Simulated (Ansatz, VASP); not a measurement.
# Sr: VASP beside Ansatz

File INCAR:

```
ALGO     = Normal         # electronic algorithm
EDIFF    = 1E-7           # SCF threshold, eV
ENCUT    = 520            # plane-wave cutoff, eV
GGA      = PE             # functional
ISIF     = 2              # what is computed and relaxed
ISMEAR   = -1             # smearing method
LASPH    = T              # aspherical terms in the spheres
LCHARG   = F              # write CHGCAR
LREAL    = F              # projectors in reciprocal space
LWAVE    = F              # write WAVECAR
NBANDS   = 11             # bands
NELM     = 100            # most SCF steps
PREC     = Accurate       # precision mode
SIGMA    = 0.05           # smearing width, eV
```

The input KPOINTS:

```
k-points
0
Gamma
  12 12 12
```

Contents of POSCAR:

```
Sr
1.0
   -2.4490114626      2.4490114626      2.4490114626
    2.4490114626     -2.4490114626      2.4490114626
    2.4490114626      2.4490114626     -2.4490114626
Sr
1
Direct
    0.0000000000      0.0000000000      0.0000000000
```

Input for Ansatz:

```yaml
crystal:
  lattice:
    - [-2.4490114626, 2.4490114626, 2.4490114626]
    - [2.4490114626, -2.4490114626, 2.4490114626]
    - [2.4490114626, 2.4490114626, -2.4490114626]
  atoms:
    - { symbol: Sr, position: [0.0, 0.0, 0.0] }
kpoints:
  mp_grid: { grid: [12, 12, 12] }
scf:
  occupations: { method: fermi_dirac, width: 0.05 }
hamiltonian:
  xc: pbe
  pseudopotentials: { kind: all_electron, lapw: { basis_error: 0.00025 } }
output:
  forces: true
  stress: true
  eigenvalues: true
```

Change from the starting cell: volume scaled by 1.03.

Alike in both runs: task single point; functional PBE; k mesh 12 × 12 × 12; occupations fermi-dirac, width 0.05 eV; no spin polarisation.

|  | VASP | Ansatz |
| --- | --- | --- |
| version | VASP 6.6.1 | Ansatz 0.2.0 |
| potentials or method | VASP PAW PBE potentials, release 64 (Sr_sv), cutoff 520 eV | all-electron LAPW, scalar-relativistic |

|  | VASP | Ansatz | Ansatz less VASP |
| --- | --- | --- | --- |
| pressure (GPa) | -0.8 | -0.8 | 0.00 |

Ansatz ran all-electron here, and VASP with PAW potentials.
